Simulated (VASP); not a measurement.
## Te: single point with PBE

Te:

```
Te
1.0
     3.15419    0.00000    0.00000
    -0.21732    3.14669    0.00000
    -0.21732   -0.23285    3.13807
Te
1
Cartesian
  1.3598 1.4569 1.5690
```

| Item | Value |
| --- | --- |
| Program | VASP 6.6.1 |
| Task | single point |
| Functional | PBE |
| Potentials or basis | VASP PAW PBE potentials, release 64 (Te) |
| Cutoff | 520 eV |
| k mesh | 9 × 9 × 9 |
| Occupations | gaussian, width 0.02 eV |
| Spin | no spin polarisation |
| Dipole correction | no |
| Further INCAR settings | ALGO = Normal; EDIFF = 1e-06; NBANDS = 9 |

* Pressure: 2.6 GPa
* Band gap on the k mesh: zero (band 3 reaches 9.50 eV, above the bottom of band 4 at 4.59 eV)

Stress tensor (GPa, compression positive):
```
 2.63 -0.07 -0.08
-0.07  2.62 -0.08
-0.08 -0.08  2.61
```

Levels at points of the mesh, in eV from the Fermi level:
| k point | band 1 | band 2 | band 3 | band 4 | band 5 | band 6 |
| --- | --- | --- | --- | --- | --- | --- |
| (0.00, 0.00, 0.00) | -13.98 | 0.95 | 1.43 | 1.43 | 6.05 | 6.05 |

It took 17 s on 1 thread of Intel(R) Xeon(R) Platinum 8488C (Sapphire Rapids), with other jobs on the host, peak memory 0.15 GiB.

Caveat: spin-orbit coupling is left out, which moves the levels of the heavy elements.
